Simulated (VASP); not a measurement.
BaSb2Pt6: single point with PBE

Crystal: BaSb2Pt6.

```
Ba Sb Pt
1.0
     2.98285    5.16645    0.00000
    -2.98285    5.16645    0.00000
     0.00000    0.00000    6.47930
Ba Sb Pt
1 2 6
Cartesian
  0.0000 0.0000 0.0000
  0.0000 3.4443 3.2397
  0.0000 6.8886 3.2397
  -0.6711 5.1664 2.0468
  -1.1559 2.0020 2.0468
  1.8270 3.1644 2.0468
  -1.8270 3.1644 4.4325
  0.6711 5.1664 4.4325
  1.1559 2.0020 4.4325
```

```yaml
Program: VASP 6.6.1
Task: single point
Functional: PBE
Potentials_or_basis: VASP PAW PBE potentials, release 64 (Ba_sv, Sb, Pt)
Cutoff: 500 eV
k_mesh: 5 × 5 × 4
Occupations: methfessel-paxton, width 0.0108 eV
Spin: no spin polarisation
Dipole_correction: no
Further_INCAR_settings: ALGO = Normal; EDIFF = 1e-06; NBANDS = 50
```

```yaml
Pressure: 63.9 GPa
Largest_force: 11.218 eV/Å
Band_gap_on_the_k_mesh: zero (bands 40 and 41 overlap by 0.86 eV)
```

Forces on the atoms (eV/Å):
```
Ba    0.000   0.000   0.000
Sb    0.002  -0.001   0.000
Sb   -0.002   0.001   0.000
Pt   -4.768   0.001 -10.155
Pt    2.385  -4.129 -10.155
Pt    2.384   4.128 -10.153
Pt   -2.385   4.129  10.155
Pt    4.768  -0.001  10.155
Pt   -2.384  -4.128  10.153
```

Stress tensor (GPa, compression positive):
```
64.53  0.00  0.00
 0.00 64.53  0.00
 0.00  0.00 62.68
```

Levels at points of the mesh, in eV from the Fermi level:
| k point | band 36 | band 37 | band 38 | band 39 | band 40 | band 41 | band 42 | band 43 | band 44 | band 45 |
| --- | --- | --- | --- | --- | --- | --- | --- | --- | --- | --- |
| (0.00, 0.00, 0.00) | -1.45 | -0.99 | -0.98 | -0.98 | -0.96 | 0.21 | 0.21 | 0.88 | 0.90 | 0.90 |
| (0.00, 0.00, 0.50) | -2.12 | -0.90 | -0.90 | -0.90 | -0.90 | -0.72 | 0.69 | 0.99 | 0.99 | 1.72 |

Wall time 11 min on 1 thread of Intel Xeon 8259CL, with other jobs on the host, peak memory 0.49 GiB.

Caveat: the cell stands under pressure; spin-orbit coupling is left out, which moves the levels of the heavy elements; forces of over 1 eV/Å act on the atoms, so gaps and moduli don't describe the material at rest.
